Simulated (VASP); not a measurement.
**P: single point with LDA**

P:

```
CELL_PARAMETERS angstrom
1.67619 -5.03908 0.00000
1.67619 5.03908 0.00000
0.00000 0.00000 4.03875
ATOMIC_POSITIONS crystal
P 0.10755 0.89245 0.93232
P 0.60755 0.39245 0.56768
P 0.89245 0.10755 0.06768
P 0.39245 0.60755 0.43232
```

```json
{"Program": "VASP 6.6.1", "Task": "single point", "Functional": "LDA", "Potentials or basis": "VASP PAW LDA potentials, release 64 (P)", "Cutoff": "520 eV", "k mesh": "2 × 2 × 1", "Occupations": "fermi-dirac, width 0.05 eV", "Spin": "no spin polarisation"}
```

The pressure is 9.4 GPa, the largest force is 0.633 eV/Å and the band gap on the k mesh is 0.74 eV, direct.

Forces on the atoms (eV/Å):
```
P    0.000  0.369 -0.515
P    0.000  0.369  0.515
P    0.000 -0.369  0.515
P    0.000 -0.369 -0.515
```

Stress tensor (GPa, compression positive):
```
-6.93  0.00  0.00
 0.00 -2.25  0.00
 0.00  0.00 37.49
```

Levels at points of the mesh, in eV from the valence-band top:
| k point | band 8 | band 9 | band 10 | band 11 | band 12 | band 13 |
| --- | --- | --- | --- | --- | --- | --- |
| (0.00, 0.00, 0.00) | -2.28 | -2.22 | -0.80 | 1.66 | 1.80 | 2.25 |
| (0.50, 0.00, 0.00) | -2.51 | -2.07 | -2.07 | 1.22 | 1.22 | 1.75 |
| (0.50, 0.50, 0.00) | -1.64 | -1.38 | 0.00 | 0.74 | 1.28 | 2.89 |

Wall time 6.5 s on 1 thread of AMD EPYC 7R43 64-Core Processor (Zen 3), with other jobs on the host, peak memory 0.12 GiB.

Caveat: the k points lie up to 1.56 Å⁻¹ apart. A k mesh can miss the band edges.
